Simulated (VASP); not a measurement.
# Rb2H3 in VASP: a series of runs

Runs on Rb2H3. Level: PBE. Tasks: single point, relaxation of cell and atoms.

Everything below comes from runs of VASP 6.6.1. Logs are shortened: lines on timing, memory, paths and dates and some standing lists are left out, and cuts for length are marked.

## Step 1: The cell of the first run

The typed cell holds 5 atoms: a = 4.870 Å, b = 4.957 Å, c = 5.982 Å, α = 90.18°, β = 90.24°, γ = 119.63°.

## Step 2: Single point, PBE

Contents of INCAR:

```
SYSTEM = Rb2H3
PREC     = Accurate       ! precision mode
ENCUT    = 520            ! plane-wave cutoff, eV
EDIFF    = 1E-6           ! SCF threshold, eV
ISMEAR   = 0              ! smearing method
SIGMA    = 0.1            ! smearing width, eV
LREAL    = .False.        ! projectors in reciprocal space
LASPH    = .True.         ! aspherical terms in the spheres
NELM     = 60             ! most SCF steps
ALGO     = Normal         ! electronic algorithm
ISIF     = 2              ! what is computed and relaxed
LWAVE    = .False.        ! write WAVECAR
LCHARG   = .True.         ! write CHGCAR
GGA      = PE             ! functional
LELF     = .True.         ! ELF
LVHAR    = .True.       
NBANDS   = 18             ! bands
```

Contents of KPOINTS:

```
regular mesh
0
Gamma
  6 6 4
  0 0 0
```

Contents of POSCAR:

```
Rb2H3
1.0
    4.8695845128     -0.0091241209     -0.0106479923
   -2.4427798088      4.3138559846     -0.0075293828
   -0.0115820747     -0.0180675160      5.9816453633
Rb H
2 3
Direct
    0.3358532953      0.6669268391      0.2345972934
    0.6645779348      0.3289171312      0.7634236623
   -0.0033926221      0.0167660625      1.0073330336
    0.3373115580      0.6657287648      0.7343970438
    0.6656498340      0.3216612023      0.2602489668
```

Potentials or basis: VASP PAW PBE potentials, release 64 (Rb_sv, H).

On the command line:

```console
$ cat potpaw_PBE.64/Rb_sv/POTCAR potpaw_PBE.64/H/POTCAR > POTCAR
$ mpirun -np 1 vasp_std > vasp.out
```

OUTCAR:

```text
SYSTEM = Rb2H3
   PREC = Accurate
   ENCUT = 520
   EDIFF = 1E-6
   ISMEAR = 0
   LREAL = .False.
   LASPH = .True.
   NELM = 60
   ISIF = 2
   GGA = PE

 ion  position               nearest neighbor table
   1  0.336  0.667  0.235-   5 2.82   5 2.84   5 2.87   4 2.99   4 2.99   3 3.11   3 3.12   3 3.23
                             2 3.99   2 4.00   2 4.02   2 4.25   2 4.25   2 4.27
   2  0.665  0.329  0.763-   4 2.83   4 2.85   4 2.86   5 2.97   5 3.01   3 3.10   3 3.19   3 3.30
                             1 3.99   1 4.00   1 4.02   1 4.25   1 4.25   1 4.27
   3  0.997  0.017  0.007-   2 3.10   1 3.11   1 3.12   2 3.19   1 3.23   2 3.30
   4  0.337  0.666  0.734-   2 2.83   2 2.85   2 2.86   1 2.99   1 2.99
   5  0.666  0.322  0.260-   1 2.82   1 2.84   1 2.87   2 2.97   2 3.01

  LATTYP: Found a triclinic cell.
 ALAT       =     7.7567875161
 B/A-ratio  =     0.7711547919
 C/A-ratio  =     1.0951229307
 COS(alpha) =     0.0004967555
 COS(beta)  =     0.5544972738
 COS(gamma) =     0.7691140795

  Lattice vectors:

 A1 = (   2.4543618835,  -4.2957884686,  -5.9741159805)
 A2 = (   0.0115820747,   0.0180675160,  -5.9816453633)
 A3 = (   7.3123643216,  -4.3229801055,  -0.0031186095)

Analysis of symmetry for initial positions (statically):
=====================================================================
 Subroutine PRICEL returns:
 Original cell was already a primitive cell.

 Routine SETGRP: Setting up the symmetry group for a
 triclinic supercell.

 Subroutine GETGRP returns: Found  1 space group operations
 (whereof  1 operations were pure point group operations)
 out of a pool of  2 trial point group operations.

The static configuration has the point symmetry C_1 .

Analysis of symmetry for dynamics (positions and initial velocities):
=====================================================================
 Subroutine PRICEL returns:
 Original cell was already a primitive cell.

 Routine SETGRP: Setting up the symmetry group for a
 triclinic supercell.

 Subroutine GETGRP returns: Found  1 space group operations
 (whereof  1 operations were pure point group operations)
 out of a pool of  2 trial point group operations.

The dynamic configuration has the point symmetry C_1 .

 Subroutine INISYM returns: Found  1 space group operations
 (whereof  1 operations are pure point group operations),
 and found     1 'primitive' translations

----------------------------------------------------------------------------------------

                                     Primitive cell

  volume of cell :     125.5196

  direct lattice vectors                    reciprocal lattice vectors
     4.869584513 -0.009124121 -0.010647992     0.205576088  0.116411573  0.000749671
    -2.442779809  4.313855985 -0.007529383     0.000436343  0.232059480  0.000701779
    -0.011582075 -0.018067516  5.981645363     0.000366497  0.000499330  0.167180300

  length of vectors
     4.869604702  4.957477518  5.981683863     0.236249327  0.232060951  0.167181447

  position of ions in fractional coordinates (direct lattice)
     0.335853295  0.666926839  0.234597293
     0.664577935  0.328917131  0.763423662
     0.996607378  0.016766062  0.007333034
     0.337311558  0.665728765  0.734397044
     0.665649834  0.321661202  0.260248967

  ion indices of the primitive-cell ions
   primitive index   ion index
                 1           1
                 2           2
                 3           3
                 4           4
                 5           5

----------------------------------------------------------------------------------------

 KPOINTS: regular mesh

Automatic generation of k-mesh.
 Grid dimensions read from file:
 generate k-points for:    6    6    4

 Generating k-lattice:

  Cartesian coordinates                     Fractional coordinates (reciprocal lattice)
     0.034262681  0.019401929  0.000124945     0.166666667  0.000000000  0.000000000
     0.000072724  0.038676580  0.000116963     0.000000000  0.166666667  0.000000000
     0.000091624  0.000124832  0.041795075    -0.000000000  0.000000000  0.250000000

  Length of vectors
     0.039374888  0.038676825  0.041795362

  Shift w.r.t. Gamma in fractional coordinates (k-lattice)
     0.000000000  0.000000000  0.000000000

 Subroutine IBZKPT returns following result:
 ===========================================

 Found     76 irreducible k-points:

 Following reciprocal coordinates:
            Coordinates               Weight
  0.000000  0.000000  0.000000      1.000000
  0.166667  0.000000 -0.000000      2.000000
  0.333333  0.000000 -0.000000      2.000000
  0.500000  0.000000 -0.000000      1.000000
  0.000000  0.166667  0.000000      2.000000
  0.166667  0.166667 -0.000000      2.000000
[... 16 lines left out ...]
  0.333333  0.000000  0.250000      2.000000
  0.500000  0.000000  0.250000      2.000000
 [... further k-points ...]
   k-points           NKPTS =     76   k-points in BZ     NKDIM =     76   number of bands    NBANDS=     18
   number of dos      NEDOS =    301   number of ions     NIONS =      5
   total plane-waves  NPLWV =  69120
   dimension x,y,z NGX =    36 NGY =   40 NGZ =   48
   dimension x,y,z NGXF=    72 NGYF=   80 NGZF=   96
   ions per type =               2   3
   NGX,Y,Z   is equivalent  to a cutoff of  12.29, 13.41, 13.34 a.u.
   NGXF,Y,Z  is equivalent  to a cutoff of  24.58, 26.83, 26.68 a.u.
 SYSTEM =  Rb2H3
   PREC   = accura    normal or accurate (medium, high low for compatibility)
   ISTART =      0    job   : 0-new  1-cont  2-samecut
   ICHARG =      2    charge: 1-file 2-atom 10-const
   ISPIN  =      1    spin polarized calculation?
   LNONCOLLINEAR =      F non collinear calculations
   LSORBIT =      F    spin-orbit coupling
   LASPH  =      T    aspherical Exc in radial PAW
   ENCUT  =  520.0 eV  38.22 Ry    6.18 a.u.   9.05  9.22 11.12*2*pi/ulx,y,z
   NELM   =     60;   NELMIN=  2; NELMDL= -5     # of ELM steps
   EDIFF  = 0.1E-05   stopping-criterion for ELM
   LREAL  =      F    real-space projection
   EDIFFG = 0.1E-04   stopping-criterion for IOM
   NSW    =      0    number of steps for IOM
   IBRION =     -1    ionic relax: 0-MD 1-quasi-New 2-CG
   NFREE  =      0    steps in history (QN), initial steepest desc. (CG)
   ISIF   =      2    stress and relaxation
   ISYM   =      2    0-nonsym 1-usesym 2-fastsym
   POTIM  = 0.5000    time-step for ionic-motion
   TEBEG  =    0.0;   TEEND  =   0.0 temperature during run
   PSTRESS=    0.0 pullay stress
   NELECT =      21.0000    total number of electrons
   NUPDOWN=      -1.0000    fix difference up-down
   EMIN   =  10.00;   EMAX   =-10.00  energy-range for DOS
   EFERMI =   0.00;   METHOD = LEGACY
   ISMEAR =     0;   SIGMA  =   0.10  broadening in eV -4-tet -1-fermi 0-gaus
   EFERMI_NEDOS =   21; number of points for ismear=-14 and -15
   IALGO  =     38    algorithm
   IMIX   =      4    mixing-type and parameters
     AMIX     =   0.40;   BMIX     =  1.00
     AMIX_MAG =   1.60;   BMIX_MAG =  1.00
  volume/ion in A,a.u.               =      25.10       169.41
  Fermi-wavevector in a.u.,A,eV,Ry     =   0.902078  1.704680 11.071671  0.813745
  Thomas-Fermi vector in A             =   2.025237
   LORBIT       =      0    0 simple, 1 ext, 2 COOP (PROOUT), +10 PAW based schemes
   GGA     = PE    functional components
   LHFCALC =     F    Hartree Fock is set to
   AEXX    =    0.0000 exact exchange contribution
   IVDW    =     0    specifies the selected vdW correction
   LEPSILON=     F    determine dielectric tensor
   LRPA    =     F    only Hartree local field effects (RPA)
 non-spin polarized calculation
 Gauss-broadening in eV      SIGMA  =   0.10
  energy-cutoff  :      520.00
  volume of cell :      125.52
 maximum number of plane-waves:      3400
   NGX = 19   NGY = 19   NGZ = 23

 number of electron      21.0000000 magnetization

 Free energy of the ion-electron system (eV)
  ---------------------------------------------------
  ext. energy  EPLUGINS =         0.00000000
  ---------------------------------------------------
  free energy    TOTEN  =       -10.46089112 eV

  energy without entropy =      -10.44424358  energy(sigma->0) =      -10.45256735

 E-fermi :  -1.9689     XC(G=0):  -6.7807

 val. band max:       -1.9691351485   @ k =   0.1667   0.5000   0.5000
 cond. band min:      -1.9440398479   @ k =  -0.3333   0.0000   0.2500
 fundamental gap:      0.0250953006
 Fermi energy:        -1.9688757312

 k-point     1 :       0.0000    0.0000    0.0000
  band No.  band energies     occupation
      1     -27.4321      2.00000
      2     -27.3653      2.00000
      3     -11.7969      2.00000
      4     -11.5432      2.00000
      5     -11.5418      2.00000
      6     -11.3930      2.00000
[... 10 lines left out ...]
     17       5.4379      0.00000
     18       5.5290      0.00000

 k-point     2 :       0.1667    0.0000   -0.0000
  band No.  band energies     occupation
      1     -27.4277      2.00000
      2     -27.3674      2.00000
      3     -11.7687      2.00000
      4     -11.5766      2.00000
      5     -11.5601      2.00000
      6     -11.4319      2.00000
[... 10 lines left out ...]
     17       5.3002      0.00000
     18       5.3499      0.00000

 k-point     3 :       0.3333    0.0000   -0.0000
  band No.  band energies     occupation
      1     -27.4176      2.00000
      2     -27.3729      2.00000
      3     -11.7032      2.00000
      4     -11.6467      2.00000
      5     -11.5926      2.00000
      6     -11.4975      2.00000
[... 10 lines left out ...]
     17       6.0355      0.00000
     18       6.0547      0.00000

 k-point     4 :       0.5000    0.0000   -0.0000
  band No.  band energies     occupation
      1     -27.4113      2.00000
      2     -27.3769      2.00000
      3     -11.6970      2.00000
      4     -11.6459      2.00000
      5     -11.6067      2.00000
      6     -11.5170      2.00000
[... 10 lines left out ...]
     17       5.9399      0.00000
     18       6.1837      0.00000

 k-point     5 :       0.0000    0.1667    0.0000
  band No.  band energies     occupation
      1     -27.4279      2.00000
      2     -27.3674      2.00000
      3     -11.7691      2.00000
      4     -11.5751      2.00000
      5     -11.5581      2.00000
      6     -11.4262      2.00000
[... 10 lines left out ...]
     17       5.2499      0.00000
     18       5.3783      0.00000

 k-point     6 :       0.1667    0.1667   -0.0000
  band No.  band energies     occupation
      1     -27.4207      2.00000
      2     -27.3713      2.00000
      3     -11.7208      2.00000
      4     -11.6132      2.00000
      5     -11.5981      2.00000
      6     -11.4726      2.00000
[... 307 lines left out ...]
 k-point    21 :       0.0000    0.0000    0.2500
  band No.  band energies     occupation
      1     -27.4253      2.00000
      2     -27.3721      2.00000
      3     -11.7468      2.00000
      4     -11.5243      2.00000
      5     -11.5227      2.00000
      6     -11.4171      2.00000
[... 10 lines left out ...]
     17       5.5731      0.00000
     18       6.0146      0.00000

 k-point    22 :       0.1667   -0.0000    0.2500
  band No.  band energies     occupation
      1     -27.4217      2.00000
      2     -27.3733      2.00000
      3     -11.7438      2.00000
      4     -11.5710      2.00000
      5     -11.5378      2.00000
      6     -11.4793      2.00000
[... 10 lines left out ...]
     17       5.1069      0.00000
     18       6.0215      0.00000

 k-point    23 :       0.3333    0.0000    0.2500
  band No.  band energies     occupation
      1     -27.4141      2.00000
      2     -27.3763      2.00000
      3     -11.7540      2.00000
      4     -11.6709      2.00000
      5     -11.5659      2.00000
      6     -11.4841      2.00000
[... 10 lines left out ...]
     17       5.1794      0.00000
     18       6.3198      0.00000

 k-point    24 :       0.5000    0.0000    0.2500
  band No.  band energies     occupation
      1     -27.4099      2.00000
      2     -27.3781      2.00000
      3     -11.7862      2.00000
      4     -11.6903      2.00000
      5     -11.5783      2.00000
      6     -11.4810      2.00000
[... 10 lines left out ...]
     17       5.3179      0.00000
     18       6.7501      0.00000

 [... further k-points ...]

------------------------ aborting loop because EDIFF is reached ----------------------------------------

  FORCE on cell =-STRESS in cart. coord.  units (eV):
  Direction    XX          YY          ZZ          XY          YZ          ZX
  --------------------------------------------------------------------------------------
  -------------------------------------------------------------------------------------
  Total        0.0881284      0.0913153      0.0193165      0.0046855     -0.0035680      0.0164871
  in kB        1.1249025      1.1655817      0.2465633      0.0598070     -0.0455427      0.2104469
  external PRESSURE =       0.8456825 kB  Pullay stress =       0.0000000 kB

 VOLUME and BASIS-vectors are now :
 -----------------------------------------------------------------------------
  energy-cutoff  :      520.00
  volume of cell :      125.52
      direct lattice vectors                 reciprocal lattice vectors
     4.869584513 -0.009124121 -0.010647992     0.205576088  0.116411573  0.000749671
    -2.442779809  4.313855985 -0.007529383     0.000436343  0.232059480  0.000701779
    -0.011582075 -0.018067516  5.981645363     0.000366497  0.000499330  0.167180300

 POSITION                                       TOTAL-FORCE (eV/Angst)
 -----------------------------------------------------------------------------------
      0.00359      2.86972      1.39468        -0.000319      0.006618     -0.010456
      2.42390      1.39904      4.55698        -0.000881     -0.005711      0.008310
      4.81202      0.06310      0.03313         0.007703     -0.006864      0.002838
      0.00783      2.85551      4.38430        -0.003769      0.007409     -0.000159
      2.45268      1.37682      1.54721        -0.002734     -0.001451     -0.000532
 -----------------------------------------------------------------------------------
    total drift:                               -0.000037      0.000015      0.000111

  FREE ENERGIE OF THE ION-ELECTRON SYSTEM (eV)
  ---------------------------------------------------
  free  energy   TOTEN  =       -10.4608911167 eV

  energy  without entropy=      -10.4442435783  energy(sigma->0) =      -10.45256735
```

Wall time 86 s (1 thread of Intel Xeon 6975P-C (Granite Rapids), shared host); peak memory 0.33 GiB.

What came out:

```yaml
Free_energy: -10.4609 eV
Pressure: 0.1 GPa
Largest_force: 0.012 eV/Å
Band_gap_on_the_k_mesh: zero (an odd number of electrons rules out a gap without spin polarisation)
```

Forces on the atoms (eV/Å):
```
Rb   0.000  0.007 -0.010
Rb  -0.001 -0.006  0.008
H    0.008 -0.007  0.003
H   -0.004  0.007  0.000
H   -0.003 -0.001 -0.001
```

Stress tensor (GPa, compression positive):
```
0.11 0.01 0.02
0.01 0.12 0.00
0.02 0.00 0.02
```

Levels at points of the mesh, in eV from the Fermi level:
```
           k point  band 9  band 10  band 11  band 12  band 13  band 14
(0.00, 0.00, 0.00)   -2.03    -0.54     0.61     5.91     6.07     6.14
(0.50, 0.00, 0.00)   -0.61    -0.51    -0.30     4.85     6.03     6.38
(0.00, 0.50, 0.00)   -0.65    -0.52    -0.23     4.84     5.87     6.50
(0.50, 0.50, 0.00)   -0.65    -0.48    -0.29     4.85     5.99     6.41
(0.00, 0.00, 0.50)   -1.49    -0.74     0.80     5.29     5.76     5.86
(0.50, 0.00, 0.50)   -0.51    -0.15    -0.11     3.84     5.51     6.21
(0.00, 0.50, 0.50)   -0.53    -0.14    -0.08     3.77     5.51     6.24
(0.50, 0.50, 0.50)   -0.53    -0.15    -0.09     3.82     5.51     6.22
```

Caveat: an odd number of electrons without spin polarisation forces a metal; a magnetic or distorted state may lie lower.

(Part 1 of 2 ends here.)

The gap in the log of VASP goes by the Fermi energy; the results here count the filled bands.